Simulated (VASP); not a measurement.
Input of a VASP 6.6.1 run:

Contents of INCAR:

```
PREC = Accurate
ENCUT = 520
EDIFF = 1E-6
ISMEAR = 0
SIGMA = 0.1
LREAL = F
LASPH = T
NELM = 60
ALGO = Normal
ISIF = 2
LWAVE = F
LCHARG = F
GGA = PE
NBANDS = 23
```

KPOINTS

```
Automatic mesh
0
Gamma
  3 3 3
```

POSCAR

```
KTe2Ir
1.0
    3.1975782600      1.8461226700      3.8592209900
   -3.1975782600      1.8461226700      3.8592209900
    0.0000000000     -3.6922453400      3.8592209900
K Te Ir
1 2 1
Direct
    0.5000000000      0.5000000000      0.5000000000
    0.2677343800      0.2677343800      0.2677343800
    0.7322656200      0.7322656200      0.7322656200
    0.0000000000      0.0000000000      0.0000000000
```

Potentials or basis: VASP PAW PBE potentials, release 64 (K_sv, Te, Ir).

Command:

```bash
$ cat potpaw_PBE.64/K_sv/POTCAR potpaw_PBE.64/Te/POTCAR potpaw_PBE.64/Ir/POTCAR > POTCAR
$ mpirun -np 1 vasp_std > vasp.out
```

(1) Predict the band gap on the k mesh.

(2) What does it give for the largest force?

(3) Predict the pressure.

Answers

(1) 0.08 eV (least direct gap 0.24 eV).

(2) 4.295 eV/Å.

(3) -4.6 GPa.

Caveat: the cell stands under tension; spin-orbit coupling is left out, which moves the levels of the heavy elements; an odd mesh through Γ misses points on the zone boundary, where band edges can lie; forces of over 1 eV/Å act on the atoms, so gaps and moduli don't describe the material at rest.
